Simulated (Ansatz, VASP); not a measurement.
## Be2Cl3: VASP beside Ansatz

```xyz
5
Lattice="4.0694 0.0000 0.0000 -2.0347 3.5242 0.0000 0.0000 0.0000 6.3313" Properties=species:S:1:pos:R:3 pbc="T T T"
Be    0.0000    2.3494    1.5512
Be    2.0347    1.1747    4.7801
Cl    0.0000    0.0000    0.0000
Cl    0.0000    2.3494    4.0837
Cl    2.0347    1.1747    2.2476
```

Alike in both runs: task single point; functional PBE; k mesh 6 × 6 × 4; occupations gaussian, width 0.1 eV; no spin polarisation.

|  | VASP | Ansatz |
| --- | --- | --- |
| version | VASP 6.6.1 | Ansatz 0.2.0 |
| potentials or method | VASP PAW PBE potentials, release 64 (Be, Cl), cutoff 520 eV | scalar-relativistic, plane waves, PAW |
| valence electrons in the cell | 25 | 25 |

|  | VASP | Ansatz | Ansatz less VASP |
| --- | --- | --- | --- |
| gap on the k mesh at the Fermi level (eV) | none | none | - |
| pressure (GPa) | -3.2 | -3.2 | +0.03 |
| traceless stress, the component that is largest in VASP (GPa) | 4.02 | 4.04 | +0.021 |
| rms of the force components (eV/Å) | 0.249 | 0.252 | +0.0021 |

Atom by atom the forces differ by 0.002 eV/Å (rms over components). A gap of «none» marks a metal or a gap that the smearing closes. The functional is the same, so the differences come from potentials, cutoffs and numerics.
